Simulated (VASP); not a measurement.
# Si62Ge (a cell with a defect) in VASP: a series of runs, part 2 of 2

VASP 6.6.1.

## (3) Single point, PBEsol

Input file INCAR:

```
SYSTEM = Si62Ge
ALGO = Normal ; EDIFF = 1E-6
ENCUT = 520 ; GGA = PS
ISIF = 2 ; ISMEAR = -1
LASPH = .TRUE. ; LCHARG = .FALSE.
LREAL = Auto ; LWAVE = .FALSE.
NBANDS = 168 ; NELECT = 264.0
NELM = 100 ; PREC = Accurate
SIGMA = 0.05
```

Input file KPOINTS:

```
k-points
0
G
  1 1 1
  0 0 0
```

Input file POSCAR:

```
Si62Ge
1.0
   10.8600000000      0.0000000000      0.0000000000
    0.0000000000     10.8600000000      0.0000000000
    0.0000000000      0.0000000000     10.8600000000
Si Ge
62 1
Direct
    0.5051988950      0.0046933702      0.0051988950
    0.7453066298      0.2448011050      0.0051988950
    0.8734413444      0.3719540516      0.1259650092
    0.8731873849      0.1270722836      0.3731873849
    0.0006737569     -0.0000874770      0.0008508287
    0.1254320442      0.1245482505      0.1254517495
    0.2495935543      0.2493381215      0.0006618785
    0.3778299263      0.3721700737      0.1238804788
    0.5006618785      0.5004064457      0.0006618785
    0.6254517495      0.6245679558      0.1254517495
    0.7500874770      0.7493262431      0.0008508287
    0.8731873849      0.8768126151      0.1229277164
    0.2502597606     -0.0001659300      0.2501659300
    0.3780459484      0.1240349908      0.3734413444
    0.5051988950      0.2448011050      0.2453066298
    0.6259650092      0.3719540516      0.3734413444
    0.7501659300      0.4997402394      0.2501659300
    0.8752413444      0.6260360958      0.3752413444
    0.5008508287     -0.0000874770      0.5006737569
    0.6254517495      0.1245482505      0.6254320442
    0.7500874770      0.2491491713      0.5006737569
    0.8752720994      0.3743550645      0.6251045120
    0.7501659300     -0.0001659300      0.7502597606
    0.8734413444      0.1240349908      0.8780459484
   -0.0004491713      0.4998050645      0.0005247698
    0.1252395948      0.6247604052      0.1264330571
    0.2501949355      0.7504491713      0.0005247698
    0.3780459484      0.8765586556      0.1259650092
    0.0006737569      0.2491491713      0.2500874770
    0.1251045120      0.3743550645      0.3752720994
    0.2509962247      0.4990037753      0.2504620626
    0.3756449355      0.6248954880      0.3752720994
    0.5008508287      0.7493262431      0.2500874770
    0.6229277164      0.8768126151      0.3731873849
   -0.0012873849      0.0009299263      0.4987126151
    0.1252395948      0.1235669429      0.6252395948
    0.2501949355      0.2494752302      0.4995508287
    0.3755709024      0.3744290976      0.6244522099
    0.5005247698      0.4998050645      0.4995508287
    0.6264330571      0.6247604052      0.6252395948
    0.7490700737      0.7512873849      0.4987126151
    0.8752413444      0.8747586556      0.6239639042
    0.2509962247     -0.0004620626      0.7509962247
    0.3778299263      0.1261195212      0.8778299263
    0.5006618785      0.2493381215      0.7495935543
    0.6238804788      0.3721700737      0.8778299263
    0.7504620626      0.4990037753      0.7509962247
    0.8752720994      0.6248954880      0.8756449355
   -0.0012873849      0.7512873849      0.2490700737
    0.1239639042      0.8747586556      0.3752413444
    0.0003320442      0.5006704420      0.5003320442
    0.1253379374      0.6246620626      0.6253379374
    0.2493295580      0.7496679558      0.5003320442
    0.3756449355      0.8747279006      0.6251045120
   -0.0004491713      0.2494752302      0.7501949355
    0.1244522099      0.3744290976      0.8755709024
    0.2499300184      0.5000699816      0.7499300184
    0.3755709024      0.6255477901      0.8755709024
    0.5005247698      0.7504491713      0.7501949355
    0.6259650092      0.8765586556      0.8780459484
    0.0003320442      0.7496679558      0.7493295580
    0.1251045120      0.8747279006      0.8756449355
    0.7307315838      0.0192684162      0.2307315838
```

Potentials or basis: VASP PAW PBE potentials, release 64 (Si, Ge_d).

Run with:

```sh
> cat potpaw_PBE.64/Si/POTCAR potpaw_PBE.64/Ge_d/POTCAR > POTCAR
> mpirun -np 1 vasp_gam > vasp.out
```

OUTCAR:

```text
SYSTEM = Si62Ge
   EDIFF = 1E-6
   ENCUT = 520
   GGA = PS
   ISIF = 2
   ISMEAR = -1
   LASPH = .TRUE.
   LREAL = Auto
   NELECT = 264.0
   NELM = 100
   PREC = Accurate

 ion  position               nearest neighbor table
   1  0.505  0.005  0.005-  28 2.36  60 2.36  44 2.36
   2  0.745  0.245  0.005-   3 2.36  24 2.36  46 2.36
   3  0.873  0.372  0.126-  29 2.35  17 2.35   2 2.36  25 2.38
   4  0.873  0.127  0.373-  21 2.34  29 2.34  35 2.37  63 2.48
   5  0.001  1.000  0.001-  12 2.34   6 2.34  24 2.35  62 2.35
   6  0.125  0.125  0.125-   7 2.34   5 2.34  29 2.34  13 2.35
   7  0.250  0.249  0.001-   6 2.34   8 2.35  44 2.35  56 2.35
   8  0.378  0.372  0.124-   7 2.35   9 2.35  15 2.36  31 2.38
   9  0.501  0.500  0.001-  10 2.34   8 2.35  46 2.35  58 2.35
  10  0.625  0.625  0.125-   9 2.34  11 2.34  33 2.34  17 2.35
  11  0.750  0.749  0.001-  12 2.34  10 2.34  60 2.35  48 2.35
  12  0.873  0.877  0.123-   5 2.34  11 2.34  49 2.37  63 2.48
  13  0.250  1.000  0.250-   6 2.35  14 2.35  28 2.35  50 2.36
  14  0.378  0.124  0.373-  19 2.35  13 2.35  15 2.36  37 2.38
  15  0.505  0.245  0.245-  14 2.36  16 2.36   8 2.36
  16  0.626  0.372  0.373-  21 2.35  17 2.35  15 2.36  39 2.38
  17  0.750  0.500  0.250-  10 2.35   3 2.35  16 2.35  18 2.36
[... 43 lines left out ...]
  61  0.000  0.750  0.749-  52 2.35  42 2.35  48 2.36  62 2.36
  62  0.125  0.875  0.876-  27 2.35   5 2.35  43 2.35  61 2.36
  63  0.731  0.019  0.231-   4 2.48  12 2.48  34 2.48

  LATTYP: Found a simple cubic cell.
 ALAT       =    10.8600000000

  Lattice vectors:

 A1 = (  10.8600000000,   0.0000000000,   0.0000000000)
 A2 = (   0.0000000000,  10.8600000000,   0.0000000000)
 A3 = (   0.0000000000,   0.0000000000,  10.8600000000)

Analysis of symmetry for initial positions (statically):
=====================================================================
 Subroutine PRICEL returns:
 Original cell was already a primitive cell.

[... 243 lines left out ...]
  Fermi-wavevector in a.u.,A,eV,Ry     =   0.967044  1.827449 12.723821  0.935174
  Thomas-Fermi vector in A             =   2.096897
   LORBIT       =      0    0 simple, 1 ext, 2 COOP (PROOUT), +10 PAW based schemes
   GGA     = PS    functional components
   LHFCALC =     F    Hartree Fock is set to
   AEXX    =    0.0000 exact exchange contribution
   IVDW    =     0    specifies the selected vdW correction
   LEPSILON=     F    determine dielectric tensor
   LRPA    =     F    only Hartree local field effects (RPA)
 non-spin polarized calculation
  energy-cutoff  :      520.00
  volume of cell :     1280.82
 maximum number of plane-waves:     17229
 NGX is ok and might be reduce to    84
   NGX = 41   NGY = 41   NGZ = 41

 number of electron     263.9999985 magnetization

 Free energy of the ion-electron system (eV)
  ---------------------------------------------------
  ext. energy  EPLUGINS =         0.00000000
  ---------------------------------------------------
  free energy    TOTEN  =      -339.29695833 eV

  energy without entropy =     -338.97659418  energy(sigma->0) =     -339.13677625

 E-fermi :   6.1614     XC(G=0):  -9.5439

 val. band max:        6.0913775686   @ k =   0.0000   0.0000   0.0000
 cond. band min:       6.1873836826   @ k =   0.0000   0.0000   0.0000
 fundamental gap:      0.0960061140
 Fermi energy:         6.1614277324

 k-point     1 :       0.0000    0.0000    0.0000
  band No.  band energies     occupation
      1     -18.1649      2.00000
      2     -18.1640      2.00000
      3     -18.1640      2.00000
      4     -18.1221      2.00000
      5     -18.1221      2.00000
      6      -6.3112      2.00000
[... 136 lines left out ...]
    143       6.7779      0.00001
    144       6.7779      0.00001
 [bands above 144 left out]

------------------------ aborting loop because EDIFF is reached ----------------------------------------

  FORCE on cell =-STRESS in cart. coord.  units (eV):
  Direction    XX          YY          ZZ          XY          YZ          ZX
  --------------------------------------------------------------------------------------
  -------------------------------------------------------------------------------------
  Total       18.7311356     18.7311356     18.7311356     -0.5052779     -0.5052779      0.5052779
  in kB       23.4306973     23.4306973     23.4306973     -0.6320499     -0.6320499      0.6320499
  external PRESSURE =      23.4306973 kB  Pullay stress =       0.0000000 kB

 VOLUME and BASIS-vectors are now :
 -----------------------------------------------------------------------------
  energy-cutoff  :      520.00
  volume of cell :     1280.82
      direct lattice vectors                 reciprocal lattice vectors
    10.860000000  0.000000000  0.000000000     0.092081031  0.000000000  0.000000000
     0.000000000 10.860000000  0.000000000     0.000000000  0.092081031  0.000000000
     0.000000000  0.000000000 10.860000000     0.000000000  0.000000000  0.092081031

 POSITION                                       TOTAL-FORCE (eV/Angst)
 -----------------------------------------------------------------------------------
      5.48646      0.05097      0.05646         0.007469     -0.005670      0.007469
      8.09403      2.65854      0.05646         0.005670     -0.007469      0.007469
      9.48557      4.03942      1.36798         0.007042      0.018393     -0.005281
      9.48282      1.38000      4.05282        -0.011375     -0.009540     -0.011375
      0.00732     10.85905      0.00924        -0.002392     -0.011211     -0.002350
      1.36219      1.35259      1.36241         0.011651     -0.005499      0.005499
[... 55 lines left out ...]
      1.35864      9.49955      9.50950         0.002344     -0.000114     -0.005761
      7.93575      0.20925      2.50575         0.008539     -0.008539      0.008539
 -----------------------------------------------------------------------------------
    total drift:                                0.010093     -0.010092      0.010093

  FREE ENERGIE OF THE ION-ELECTRON SYSTEM (eV)
  ---------------------------------------------------
  free  energy   TOTEN  =      -339.2969583296 eV

  energy  without entropy=     -338.9765941760  energy(sigma->0) =     -339.13677625
```

OSZICAR:

```text
N       E                     dE             d eps       ncg     rms          rms(c)
DAV:   1     0.171355757615E+04    0.17136E+04   -0.10898E+05   344   0.154E+03
DAV:   2    -0.579633460517E+02   -0.17715E+04   -0.16672E+04   408   0.269E+02
DAV:   3    -0.329733560758E+03   -0.27177E+03   -0.25437E+03   416   0.116E+02
DAV:   4    -0.346512176970E+03   -0.16779E+02   -0.16288E+02   392   0.302E+01
DAV:   5    -0.347287866382E+03   -0.77569E+00   -0.76704E+00   424   0.690E+00    0.280E+01
DAV:   6    -0.341599134447E+03    0.56887E+01   -0.43440E+00   400   0.340E+00    0.168E+01
DAV:   7    -0.339495158652E+03    0.21040E+01   -0.78447E+00   376   0.397E+00    0.303E+00
DAV:   8    -0.339300450337E+03    0.19471E+00   -0.71773E-01   392   0.200E+00    0.918E-01
DAV:   9    -0.339296527594E+03    0.39227E-02   -0.16126E-01   424   0.800E-01    0.650E-01
DAV:  10    -0.339295459301E+03    0.10683E-02   -0.22085E-02   400   0.311E-01    0.395E-01
DAV:  11    -0.339296752614E+03   -0.12933E-02   -0.36790E-03   384   0.123E-01    0.171E-01
DAV:  12    -0.339296923756E+03   -0.17114E-03   -0.91892E-04   416   0.644E-02    0.532E-02
DAV:  13    -0.339296961521E+03   -0.37766E-04   -0.32825E-04   392   0.423E-02    0.364E-02
DAV:  14    -0.339296957745E+03    0.37762E-05   -0.38609E-05   392   0.132E-02    0.232E-02
DAV:  15    -0.339296958330E+03   -0.58454E-06   -0.87448E-06   384   0.694E-03
   1 F= -.33929696E+03 E0= -.33913678E+03  d E =-.320364E+00
```

stdout:

```text
POSCAR found type information on POSCAR SiGe
 POSCAR found :  2 types and      63 ions
 scaLAPACK will be used
 -----------------------------------------------------------------------------
|                                                                             |
|                                                                             |
|     You enforced a specific xc type in the INCAR file but a different       |
|     I HOPE YOU KNOW WHAT YOU ARE DOING!                                     |
|                                                                             |
 -----------------------------------------------------------------------------

 LDA part: xc-table for (Slater+PW92), standard interpolation
 POSCAR, INCAR and KPOINTS ok, starting setup
 FFT: planning ... GRIDC
 FFT: planning ... GRID_SOFT
 FFT: planning ... GRID
 WAVECAR not read
 entering main loop
 the old and the new charge density differ
 old charge density:   262.00000 new  264.00000
    0.280E+01
```

Run time: 4.1 min. Hardware: 1 thread of Intel Xeon Platinum 8488C (Sapphire Rapids), shared host; peak memory 0.95 GiB.

What came out:

- Free energy: -339.2970 eV
- Largest force: 0.036 eV/Å

Forces in eV/Å, atoms in the order of the input:
```
Si   0.007 -0.006  0.007
Si   0.006 -0.007  0.007
Si   0.007  0.018 -0.005
Si  -0.011 -0.010 -0.011
Si  -0.002 -0.011 -0.002
Si   0.012 -0.005  0.005
Si  -0.002  0.005 -0.005
Si  -0.022  0.022  0.018
Si  -0.005  0.002 -0.005
Si   0.005 -0.012  0.005
Si   0.011  0.002 -0.002
Si  -0.011  0.011  0.010
Si   0.008 -0.008  0.008
Si  -0.018  0.005  0.007
Si   0.007 -0.007  0.006
Si  -0.005  0.018  0.007
Si   0.008 -0.008  0.008
Si  -0.001 -0.012 -0.001
Si  -0.002 -0.011 -0.002
Si   0.005 -0.005  0.012
Si   0.011  0.002 -0.002
Si   0.000  0.006  0.002
Si   0.008 -0.008  0.008
Si   0.007  0.005 -0.018
Si  -0.007 -0.007  0.008
Si   0.008 -0.008  0.001
Si   0.007  0.007  0.008
Si  -0.018 -0.007 -0.005
Si  -0.002  0.002  0.011
Si   0.002  0.006  0.000
Si  -0.002  0.002 -0.019
Si  -0.006 -0.002  0.000
Si  -0.002  0.002  0.011
Si   0.010  0.011 -0.011
Si  -0.009  0.000 -0.009
Si   0.008 -0.001  0.008
Si   0.007 -0.008 -0.007
Si  -0.004  0.004  0.014
Si   0.008 -0.007 -0.007
Si   0.001 -0.008  0.008
Si   0.000  0.009 -0.009
Si  -0.001  0.001  0.012
Si  -0.002  0.019 -0.002
Si  -0.022 -0.018 -0.022
Si  -0.005  0.005 -0.002
Si   0.018  0.022 -0.022
Si  -0.019  0.002 -0.002
Si   0.000 -0.002 -0.006
Si  -0.009  0.009  0.000
Si   0.012  0.001 -0.001
Si  -0.003  0.003 -0.003
Si   0.006 -0.006  0.006
Si  -0.003  0.003 -0.003
Si  -0.006  0.000  0.002
Si  -0.007 -0.008  0.007
Si   0.014  0.004 -0.004
Si  -0.005  0.005 -0.005
Si  -0.004 -0.014 -0.004
Si   0.008  0.007  0.007
Si  -0.005 -0.007 -0.018
Si  -0.003  0.003 -0.003
Si   0.002  0.000 -0.006
Ge   0.009 -0.009  0.009
```

Caveat: the k points lie up to 0.58 Å⁻¹ apart; the cell carries a net charge on a neutralising background, which shifts energy and pressure; the cell is charged against a uniform background, so pressure and absolute levels hang on convention; the PAW data sets were made with another functional, which shifts forces and pressure a little.
